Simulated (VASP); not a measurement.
A run of VASP 6.6.1 is set up as follows.

INCAR

```
SYSTEM = BP
PREC = Accurate ; ENCUT = 520
EDIFF = 1E-7 ; ISMEAR = -1
SIGMA = 0.02 ; LREAL = .False.
LASPH = .True. ; NELM = 100
ALGO = Normal ; ISIF = 2
LWAVE = .False. ; LCHARG = .False.
GGA = PE ; NBANDS = 11
```

The input KPOINTS:

```
regular mesh
0
Gamma
  16 16 16
  0 0 0
```

The input POSCAR:

```
BP
1.0
    0.0000000000      2.2537713532      2.2537713532
    2.2537713532      0.0000000000      2.2537713532
    2.2537713532      2.2537713532      0.0000000000
B P
1 1
Direct
    0.0000000000      0.0000000000      0.0000000000
    0.2500000000      0.2500000000      0.2500000000
```

Potentials or basis: VASP PAW PBE potentials, release 64 (B, P).

Launch:

```sh
$ cat potpaw_PBE.64/B/POTCAR potpaw_PBE.64/P/POTCAR > POTCAR
$ mpirun -np 1 vasp_std > vasp.out
```

**Question.** Predict the band gap on the k mesh.

**Answer.** 1.22 eV, indirect (least direct gap 3.43 eV).

**Question.** Estimate the pressure.

**Answer.** 4.4 GPa.

 A k mesh can miss the band edges.
